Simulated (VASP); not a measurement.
# MgO (Cm) in VASP: notebook

MgO is run at these levels: r2SCAN; tasks: single point.

Everything below comes from runs of VASP 6.6.1. Logs are shortened: lines on timing, memory, paths and dates and some standing lists are left out, and cuts for length are marked.

**1. The cell of the first run**

Symmetry: Cm, No. 8, monoclinic system. The conventional cell has a = 6.035 Å, b = 3.484 Å, c = 4.186 Å, α = 90.00°, β = 90.00°, γ = 90.00°. Mg (site symmetry m) has 5 O at 1.89 to 2.32 Å within 2.5 Å. Mg (site symmetry m) has 5 O at 1.93 to 2.23 Å within 2.6 Å. O (site symmetry m) has 5 Mg at 1.89 to 2.32 Å within 2.5 Å. Within 2.7 Å of O (site symmetry m) lie 5 Mg at 2.01 to 2.09 Å and 2 O at 2.68 Å.

**2. Single point, r2SCAN (atom 3 (O) moved -0.300 Å towards its neighbour atom 4 (O) at 2.903 Å)**

Contents of POSCAR:

```
MgO
1.0
    3.4841042127      0.0000000000      0.0000000000
   -1.7420521064      3.0173227576      0.0000000000
    0.0000000000      0.0000000000      4.1856875957
Mg O
2 2
Direct
    0.6666666667      0.3333333333      0.7500000000
    0.3333333333      0.6666666667      0.2500000000
    0.7011160110      0.4022320220      0.3016740165
    0.3333333333      0.6666666667      0.7500000000
```

Contents of INCAR.step1:

```
ALGO = Normal
EDIFF = 1E-4
ENCUT = 520
GGA = PE
ISMEAR = 0
LASPH = T
LCHARG = F
LREAL = F
LWAVE = T
NBANDS = 16
NELM = 100
PREC = Accurate
SIGMA = 0.05
```

Contents of INCAR.step2:

```
ALGO = Normal
EDIFF = 1E-6
ENCUT = 520
ISIF = 2
ISMEAR = 0
ISTART = 1
LASPH = T
LCHARG = T
LELF = T
LMIXTAU = T
LREAL = F
LVHAR = T
LWAVE = F
METAGGA = R2SCAN
NBANDS = 16
NELM = 100
PREC = Accurate
SIGMA = 0.05
```

Contents of KPOINTS:

```
k-points
0
Gamma
  6 6 6
```

Potentials or basis: VASP PAW PBE potentials, release 64 (Mg, O).

Run with:

```sh
> cat potpaw_PBE.64/Mg/POTCAR potpaw_PBE.64/O/POTCAR > POTCAR
> cp INCAR.step1 INCAR
> mpirun -np 1 vasp_std > vasp.out
> cp INCAR.step2 INCAR
> mpirun -np 1 vasp_std > vasp.out
```

OUTCAR:

```text
EDIFF = 1E-6
   ENCUT = 520
   ISIF = 2
   ISMEAR = 0
   ISTART = 1
   LASPH = T
   LREAL = F
   METAGGA = R2SCAN
   NELM = 100
   PREC = Accurate

 ion  position               nearest neighbor table
   1  0.667  0.333  0.750-   3 1.89   4 2.01   4 2.01   4 2.01   3 2.32   2 2.90   2 2.90   2 2.90
                             2 2.90   2 2.90   2 2.90
   2  0.333  0.667  0.250-   3 1.93   3 1.93   4 2.09   4 2.09   3 2.23   1 2.90   1 2.90   1 2.90
                             1 2.90   1 2.90   1 2.90
   3  0.701  0.402  0.302-   1 1.89   2 1.93   2 1.93   2 2.23   1 2.32
   4  0.333  0.667  0.750-   1 2.01   1 2.01   1 2.01   2 2.09   2 2.09

  LATTYP: Found a hexagonal cell.
 ALAT       =     3.4841042127
 C/A-ratio  =     1.2013669340

  Lattice vectors:

 A1 = (   3.4841042127,   0.0000000000,   0.0000000000)
 A2 = (  -1.7420521064,   3.0173227576,   0.0000000000)
 A3 = (   0.0000000000,   0.0000000000,   4.1856875957)

Analysis of symmetry for initial positions (statically):
=====================================================================
 Subroutine PRICEL returns:
 Original cell was already a primitive cell.

 Routine SETGRP: Setting up the symmetry group for a
 hexagonal supercell.

 Subroutine GETGRP returns: Found  2 space group operations
 (whereof  2 operations were pure point group operations)
 out of a pool of 24 trial point group operations.

The static configuration has the point symmetry C_1h.

Analysis of symmetry for dynamics (positions and initial velocities):
=====================================================================
 Subroutine PRICEL returns:
 Original cell was already a primitive cell.

 Routine SETGRP: Setting up the symmetry group for a
 hexagonal supercell.

 Subroutine GETGRP returns: Found  2 space group operations
 (whereof  2 operations were pure point group operations)
 out of a pool of 24 trial point group operations.

The dynamic configuration has the point symmetry C_1h.

 Subroutine INISYM returns: Found  2 space group operations
 (whereof  2 operations are pure point group operations),
 and found     1 'primitive' translations

----------------------------------------------------------------------------------------

                                     Primitive cell

  volume of cell :      44.0027

  direct lattice vectors                    reciprocal lattice vectors
     3.484104213  0.000000000  0.000000000     0.287017821  0.165709816  0.000000000
    -1.742052106  3.017322758  0.000000000     0.000000000  0.331419633  0.000000000
     0.000000000  0.000000000  4.185687596     0.000000000  0.000000000  0.238909373

  length of vectors
     3.484104213  3.484104213  4.185687596     0.331419633  0.331419633  0.238909373

  position of ions in fractional coordinates (direct lattice)
     0.666666667  0.333333333  0.750000000
     0.333333333  0.666666667  0.250000000
     0.701116011  0.402232022  0.301674017
     0.333333333  0.666666667  0.750000000

  ion indices of the primitive-cell ions
   primitive index   ion index
                 1           1
                 2           2
                 3           3
                 4           4

----------------------------------------------------------------------------------------

 KPOINTS: k-points

Automatic generation of k-mesh.
 Grid dimensions read from file:
 generate k-points for:    6    6    6

 Generating k-lattice:

  Cartesian coordinates                     Fractional coordinates (reciprocal lattice)
     0.047836304  0.027618303  0.000000000     0.166666667  0.000000000  0.000000000
     0.000000000  0.055236605  0.000000000     0.000000000  0.166666667  0.000000000
     0.000000000  0.000000000  0.039818229     0.000000000  0.000000000  0.166666667

  Length of vectors
     0.055236605  0.055236605  0.039818229

  Shift w.r.t. Gamma in fractional coordinates (k-lattice)
     0.000000000  0.000000000  0.000000000

 Subroutine IBZKPT returns following result:
 ===========================================

 Found     68 irreducible k-points:

 Following reciprocal coordinates:
            Coordinates               Weight
  0.000000  0.000000  0.000000      1.000000
  0.166667  0.000000  0.000000      4.000000
  0.000000  0.166667  0.000000      2.000000
  0.333333  0.000000  0.000000      4.000000
  0.000000  0.333333  0.000000      2.000000
  0.500000  0.000000  0.000000      2.000000
[... 16 lines left out ...]
  0.500000  0.000000  0.166667      4.000000
  0.000000  0.500000  0.166667      2.000000
 [... further k-points ...]
   k-points           NKPTS =     68   k-points in BZ     NKDIM =     68   number of bands    NBANDS=     16
   number of dos      NEDOS =    301   number of ions     NIONS =      4
   total plane-waves  NPLWV =  25088
   dimension x,y,z NGX =    28 NGY =   28 NGZ =   32
   dimension x,y,z NGXF=    56 NGYF=   56 NGZF=   64
   ions per type =               2   2
   NGX,Y,Z   is equivalent  to a cutoff of  13.36, 13.36, 12.71 a.u.
   NGXF,Y,Z  is equivalent  to a cutoff of  26.72, 26.72, 25.42 a.u.
 SYSTEM =  unknown system
   PREC   = accura    normal or accurate (medium, high low for compatibility)
   ISTART =      1    job   : 0-new  1-cont  2-samecut
   ICHARG =      0    charge: 1-file 2-atom 10-const
   ISPIN  =      1    spin polarized calculation?
   LNONCOLLINEAR =      F non collinear calculations
   LSORBIT =      F    spin-orbit coupling
   LASPH  =      T    aspherical Exc in radial PAW
   ENCUT  =  520.0 eV  38.22 Ry    6.18 a.u.   6.48  6.48  7.78*2*pi/ulx,y,z
   NELM   =    100;   NELMIN=  2; NELMDL=  0     # of ELM steps
   EDIFF  = 0.1E-05   stopping-criterion for ELM
   LREAL  =      F    real-space projection
   EDIFFG = 0.1E-04   stopping-criterion for IOM
   NSW    =      0    number of steps for IOM
   IBRION =     -1    ionic relax: 0-MD 1-quasi-New 2-CG
   NFREE  =      0    steps in history (QN), initial steepest desc. (CG)
   ISIF   =      2    stress and relaxation
   ISYM   =      2    0-nonsym 1-usesym 2-fastsym
   POTIM  = 0.5000    time-step for ionic-motion
   TEBEG  =    0.0;   TEEND  =   0.0 temperature during run
   PSTRESS=    0.0 pullay stress
   NELECT =      16.0000    total number of electrons
   NUPDOWN=      -1.0000    fix difference up-down
   EMIN   =  10.00;   EMAX   =-10.00  energy-range for DOS
   EFERMI =   0.00;   METHOD = LEGACY
   ISMEAR =     0;   SIGMA  =   0.05  broadening in eV -4-tet -1-fermi 0-gaus
   EFERMI_NEDOS =   21; number of points for ismear=-14 and -15
   IALGO  =     38    algorithm
   IMIX   =      4    mixing-type and parameters
     AMIX     =   0.40;   BMIX     =  1.00
     AMIX_MAG =   1.60;   BMIX_MAG =  1.00
  volume/ion in A,a.u.               =      11.00        74.24
  Fermi-wavevector in a.u.,A,eV,Ry     =   1.168481  2.208109 18.576679  1.365347
  Thomas-Fermi vector in A             =   2.304967
   LORBIT       =      0    0 simple, 1 ext, 2 COOP (PROOUT), +10 PAW based schemes
   METAGGA = R2SCAN    functional components
   LHFCALC =     F    Hartree Fock is set to
   AEXX    =    0.0000 exact exchange contribution
   IVDW    =     0    specifies the selected vdW correction
   LEPSILON=     F    determine dielectric tensor
   LRPA    =     F    only Hartree local field effects (RPA)
 non-spin polarized calculation
 Gauss-broadening in eV      SIGMA  =   0.05
  energy-cutoff  :      520.00
  volume of cell :       44.00
 maximum number of plane-waves:      1204
 NGX is ok and might be reduce to    28
   NGX = 13   NGY = 13   NGZ = 15

 number of electron      15.9999998 magnetization

 Free energy of the ion-electron system (eV)
  ---------------------------------------------------
  ext. energy  EPLUGINS =         0.00000000
  ---------------------------------------------------
  free energy    TOTEN  =       -31.59604511 eV

  energy without entropy =      -31.59604511  energy(sigma->0) =      -31.59604511

 E-fermi :   1.7721     XC(G=0): -10.5511

 val. band max:        1.5711835978   @ k =   0.0000   0.0000   0.0000
 cond. band min:       5.5569928875   @ k =   0.0000   0.0000   0.0000
 fundamental gap:      3.9858092897
 Fermi energy:         1.7721384112

 k-point     1 :       0.0000    0.0000    0.0000
  band No.  band energies     occupation
      1     -16.3151      2.00000
      2     -14.8809      2.00000
      3      -2.0472      2.00000
      4      -0.3826      2.00000
      5       0.0651      2.00000
      6       0.6687      2.00000
[... 8 lines left out ...]
     15      17.9788      0.00000
     16      18.8261      0.00000

 k-point     2 :       0.1667    0.0000    0.0000
  band No.  band energies     occupation
      1     -16.1776      2.00000
      2     -14.9155      2.00000
      3      -1.8259      2.00000
      4      -0.7013      2.00000
      5      -0.2007      2.00000
      6       0.2689      2.00000
[... 8 lines left out ...]
     15      17.3131      0.00000
     16      17.9946      0.00000

 k-point     3 :       0.0000    0.1667    0.0000
  band No.  band energies     occupation
      1     -16.1962      2.00000
      2     -14.8959      2.00000
      3      -1.8523      2.00000
      4      -0.6051      2.00000
      5      -0.5347      2.00000
      6       0.3536      2.00000
[... 8 lines left out ...]
     15      17.1392      0.00000
     16      18.5197      0.00000

 k-point     4 :       0.3333    0.0000    0.0000
  band No.  band energies     occupation
      1     -15.8339      2.00000
      2     -15.0488      2.00000
      3      -1.4917      2.00000
      4      -1.2155      2.00000
      5      -0.5624      2.00000
      6      -0.2956      2.00000
[... 8 lines left out ...]
     15      17.2017      0.00000
     16      18.1091      0.00000
[... 324 lines left out ...]
 k-point    22 :       0.0000   -0.3333    0.1667
  band No.  band energies     occupation
      1     -15.8589      2.00000
      2     -15.0019      2.00000
      3      -2.0036      2.00000
      4      -1.1545      2.00000
      5      -0.6971      2.00000
      6      -0.0641      2.00000
[... 8 lines left out ...]
     15      16.7733      0.00000
     16      18.2887      0.00000

 k-point    23 :       0.5000    0.0000    0.1667
  band No.  band energies     occupation
      1     -15.5136      2.00000
      2     -15.2311      2.00000
      3      -2.1090      2.00000
      4      -1.2015      2.00000
      5      -0.6149      2.00000
      6      -0.2106      2.00000
[... 8 lines left out ...]
     15      17.4680      0.00000
     16      18.3639      0.00000

 k-point    24 :       0.0000    0.5000    0.1667
  band No.  band energies     occupation
      1     -15.6971      2.00000
      2     -15.0491      2.00000
      3      -2.3113      2.00000
      4      -0.8664      2.00000
      5      -0.8100      2.00000
      6      -0.5164      2.00000
[... 8 lines left out ...]
     15      17.6587      0.00000
     16      18.5482      0.00000

 [... further k-points ...]

------------------------ aborting loop because EDIFF is reached ----------------------------------------

  FORCE on cell =-STRESS in cart. coord.  units (eV):
  Direction    XX          YY          ZZ          XY          YZ          ZX
  --------------------------------------------------------------------------------------
  -------------------------------------------------------------------------------------
  Total        2.1788116     -1.2269941      1.7318507      0.0000000     -0.2506167      0.0000000
  in kB       79.3323908    -44.6759026     63.0581639      0.0000000     -9.1251682      0.0000000
  external PRESSURE =      32.5715507 kB  Pullay stress =       0.0000000 kB

 VOLUME and BASIS-vectors are now :
 -----------------------------------------------------------------------------
  energy-cutoff  :      520.00
  volume of cell :       44.00
      direct lattice vectors                 reciprocal lattice vectors
     3.484104213  0.000000000  0.000000000     0.287017821  0.165709816  0.000000000
    -1.742052106  3.017322758  0.000000000     0.000000000  0.331419633  0.000000000
     0.000000000  0.000000000  4.185687596     0.000000000  0.000000000  0.238909373

 POSITION                                       TOTAL-FORCE (eV/Angst)
 -----------------------------------------------------------------------------------
      1.74205      1.00577      3.13927        -0.000000      0.261619      0.888378
     -0.00000      2.01155      1.04642        -0.000000      0.940793      0.445462
      1.74205      1.21366      1.26271         0.000000     -1.558585     -2.754810
     -0.00000      2.01155      3.13927        -0.000000      0.356174      1.420970
 -----------------------------------------------------------------------------------
    total drift:                                0.000002      0.002465     -0.008164

  FREE ENERGIE OF THE ION-ELECTRON SYSTEM (eV)
  ---------------------------------------------------
  free  energy   TOTEN  =       -31.5960451127 eV

  energy  without entropy=      -31.5960451127  energy(sigma->0) =      -31.59604511
```

It took 3.8 min on 1 thread of Intel Xeon 8259CL, shared host; peak memory 0.2 GiB.

What came out:

```yaml
Free_energy: -31.5960 eV
Pressure: 3.3 GPa
Largest_force: 3.165 eV/Å
Band_gap_on_the_k_mesh: 3.99 eV, direct
```

Forces in eV/Å, atoms in the order of the input:
```
Mg   0.000  0.262  0.888
Mg   0.000  0.941  0.445
O    0.000 -1.559 -2.755
O    0.000  0.356  1.421
```

Caveat: the cell differs from its parent crystal (atom 3 (O) moved -0.300 Å towards its neighbour atom 4 (O) at 2.903 Å); the PAW data sets were made with another functional, which shifts forces and pressure a little.

**3. Single point, r2SCAN (atom 3 (O) moved +0.200 Å towards its neighbour atom 4 (O) at 2.903 Å)**

Edit POSCAR of step 2 so:

```diff
@@ -10,3 +10,3 @@
     0.3333333333      0.6666666667      0.2500000000
-    0.7011160110      0.4022320220      0.3016740165
+    0.6437004371      0.2874008742      0.2155506557
     0.3333333333      0.6666666667      0.7500000000
```

Contents of INCAR.step1:

```
SYSTEM = MgO
PREC     = Accurate       ! precision mode
ENCUT    = 520            ! plane-wave cutoff, eV
ISMEAR   = 0              ! smearing method
SIGMA    = 0.05           ! smearing width, eV
LREAL    = .FALSE.        ! projectors in reciprocal space
LASPH    = .TRUE.         ! aspherical terms in the spheres
NELM     = 60             ! most SCF steps
NBANDS   = 16             ! bands
GGA      = PE             ! functional
ALGO     = Normal         ! electronic algorithm
EDIFF    = 1E-4           ! SCF threshold, eV
LWAVE    = .TRUE.         ! write WAVECAR
LCHARG   = .FALSE.        ! write CHGCAR
```

Contents of INCAR.step2:

```
SYSTEM = MgO
PREC     = Accurate       ! precision mode
ENCUT    = 520            ! plane-wave cutoff, eV
EDIFF    = 1E-6           ! SCF threshold, eV
ISMEAR   = 0              ! smearing method
SIGMA    = 0.05           ! smearing width, eV
LREAL    = .FALSE.        ! projectors in reciprocal space
LASPH    = .TRUE.         ! aspherical terms in the spheres
NELM     = 60             ! most SCF steps
ALGO     = Normal         ! electronic algorithm
ISIF     = 2              ! what is computed and relaxed
LWAVE    = .FALSE.        ! write WAVECAR
LCHARG   = .TRUE.         ! write CHGCAR
METAGGA  = R2SCAN         ! meta-GGA
LMIXTAU  = .TRUE.       
LELF     = .TRUE.         ! ELF
LVHAR    = .TRUE.       
NBANDS   = 16             ! bands
ISTART   = 1
```

Contents of KPOINTS:

```
Automatic mesh
0
G
  6 6 6
  0 0 0
```

Potentials or basis: VASP PAW PBE potentials, release 64 (Mg, O).

Run with:

```sh
> cat potpaw_PBE.64/Mg/POTCAR potpaw_PBE.64/O/POTCAR > POTCAR
> cp INCAR.step1 INCAR
> mpirun -np 1 vasp_std > vasp.out
> cp INCAR.step2 INCAR
> mpirun -np 1 vasp_std > vasp.out
```

It took 3.8 min on 1 thread of Intel Xeon 8259CL, shared host; peak memory 0.2 GiB.

The run converged. Its results:

- Free energy: -31.8242 eV
- Pressure: 1.4 GPa
- Largest force: 2.561 eV/Å
- Band gap on the k mesh: 4.04 eV, direct

Forces on the atoms (eV/Å):
```
Mg   0.000 -0.216 -0.487
Mg   0.000 -1.356 -0.310
O    0.000  1.883  1.735
O    0.000 -0.312 -0.939
```

Stress tensor (GPa, compression positive):
```
-4.35  0.00  0.00
 0.00  6.13 -0.57
 0.00 -0.57  2.28
```

Levels at points of the mesh, in eV from the valence-band top:
| k point | band 5 | band 6 | band 7 | band 8 | band 9 | band 10 | band 11 | band 12 |
| --- | --- | --- | --- | --- | --- | --- | --- | --- |
| (0.00, 0.00, 0.00) | -1.61 | -0.89 | -0.72 | 0.00 | 4.04 | 10.38 | 12.93 | 13.13 |
| (0.50, 0.00, 0.00) | -2.39 | -1.83 | -1.13 | -0.53 | 7.78 | 9.85 | 10.31 | 13.18 |
| (0.00, 0.50, 0.00) | -2.30 | -1.96 | -1.56 | -0.48 | 7.34 | 9.78 | 11.02 | 13.58 |
| (0.00, 0.00, 0.50) | -1.49 | -1.36 | -1.17 | -1.15 | 6.92 | 7.25 | 13.73 | 13.84 |
| (0.50, 0.00, 0.50) | -1.76 | -1.40 | -0.89 | -0.83 | 7.75 | 8.38 | 12.39 | 13.45 |
| (0.00, 0.50, 0.50) | -1.68 | -1.30 | -0.74 | -0.56 | 7.62 | 8.12 | 11.80 | 13.18 |

Caveat: the cell differs from its parent crystal (atom 3 (O) moved +0.200 Å towards its neighbour atom 4 (O) at 2.903 Å); the PAW data sets were made with another functional, which shifts forces and pressure a little.
